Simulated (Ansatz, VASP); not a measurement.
# Ca in VASP and in Ansatz

INCAR

```
PREC = Accurate
ENCUT = 520
EDIFF = 1E-6
ISMEAR = -1
SIGMA = 0.08
LREAL = F
LASPH = T
NELM = 100
ALGO = Normal
ISIF = 2
LWAVE = F
LCHARG = F
GGA = PE
NBANDS = 11
```

KPOINTS

```
Automatic mesh
0
Gamma
  12 12 11
```

The input POSCAR:

```
Ca
1.0
    3.3426762194      0.0000000000      0.0000000000
   -1.6713381097      2.8948425226      0.0000000000
    0.0000000000      0.0000000000      3.0204254781
Ca
1
Direct
    0.0000000000      0.0000000000      0.0000000000
```

Input for Ansatz:

```yaml
crystal:
  lattice:
    - [3.3426762194, 0.0, 0.0]
    - [-1.6713381097, 2.8948425226, 0.0]
    - [0.0, 0.0, 3.0204254781]
  atoms:
    - { symbol: Ca, position: [0.0, 0.0, 0.0] }
kpoints:
  mp_grid: { grid: [12, 12, 11] }
scf:
  occupations: { method: fermi_dirac, width: 0.08 }
hamiltonian:
  xc: pbe
  pseudopotentials: { kind: all_electron, lapw: { basis_error: 0.001 } }
output:
  forces: true
  stress: true
  eigenvalues: true
  populations: true
```

Change from the starting cell: volume scaled by 0.68, LAPW.

Alike in both runs: task single point; functional PBE; k mesh 12 × 12 × 11; occupations fermi-dirac, width 0.08 eV; no spin polarisation.

|  | VASP | Ansatz |
| --- | --- | --- |
| version | VASP 6.6.1 | Ansatz 0.2.0 |
| potentials or method | VASP PAW PBE potentials, release 64 (Ca_sv), cutoff 520 eV | all-electron LAPW, scalar-relativistic |

|  | VASP | Ansatz | Ansatz less VASP |
| --- | --- | --- | --- |
| pressure (GPa) | 9.2 | 9.2 | -0.04 |
| traceless stress, the component that is largest in VASP (GPa) | 0.22 | 0.19 | -0.028 |

Ansatz ran all-electron here, and VASP with PAW potentials.
